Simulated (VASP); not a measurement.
Write the native input for VASP 6.6.1 that does the following.

```
Task                   : single point
Functional             : PBEsol
Potentials or basis    : VASP PAW PBE potentials, release 64 (Pb_d)
Cutoff                 : 520 eV
k mesh                 : 18 × 18 × 18
Occupations            : gaussian, width 0.15 eV
Spin                   : no spin polarisation
Dipole correction      : no
Further INCAR settings : ALGO = Fast; EDIFF = 1e-06; NBANDS = 13
```

The structure of Pb lies in POSCAR:

```
Pb
1.0
   -0.5352406329      2.2332453993      2.2332453993
    2.2332453993     -0.5352406329      2.2332453993
    2.2332453993      2.2332453993     -0.5352406329
Pb
1
Direct
    0.0000000000      0.0000000000      0.0000000000
```

This cell differs from its parent crystal: ratio of the length along [111] to the lengths across it x 0.71, volume and fractional coordinates fixed.

These files were run (other wordings do the same):

INCAR

```
SYSTEM = Pb
PREC     = Accurate       ! precision mode
ENCUT    = 520            ! plane-wave cutoff, eV
EDIFF    = 1E-6           ! SCF threshold, eV
ISMEAR   = 0              ! smearing method
SIGMA    = 0.15           ! smearing width, eV
LREAL    = .False.        ! projectors in reciprocal space
LASPH    = .True.         ! aspherical terms in the spheres
NELM     = 80             ! most SCF steps
ALGO     = Fast           ! electronic algorithm
ISIF     = 2              ! what is computed and relaxed
LWAVE    = .False.        ! write WAVECAR
LCHARG   = .False.        ! write CHGCAR
GGA      = PS             ! functional
NBANDS   = 13             ! bands
```

KPOINTS

```
Automatic mesh
0
Gamma
  18 18 18
  0 0 0
```

Potentials or basis: VASP PAW PBE potentials, release 64 (Pb_d).

The run is started by

```sh
$ cat potpaw_PBE.64/Pb_d/POTCAR > POTCAR
$ mpirun -np 1 vasp_std > vasp.out
```

It gave:

```json
{
 "Pressure": "2.3 GPa",
 "Band gap on the k mesh": "zero (bands 7 and 8 overlap by 7.10 eV)"
}
```

Caveat: the PAW data sets were made with another functional, which shifts forces and pressure a little; spin-orbit coupling is left out, which moves the levels of the heavy elements.

Wall time 2.2 min on 1 thread of Intel(R) Xeon(R) Platinum 8488C (Sapphire Rapids) (shared host), peak memory 0.31 GiB.
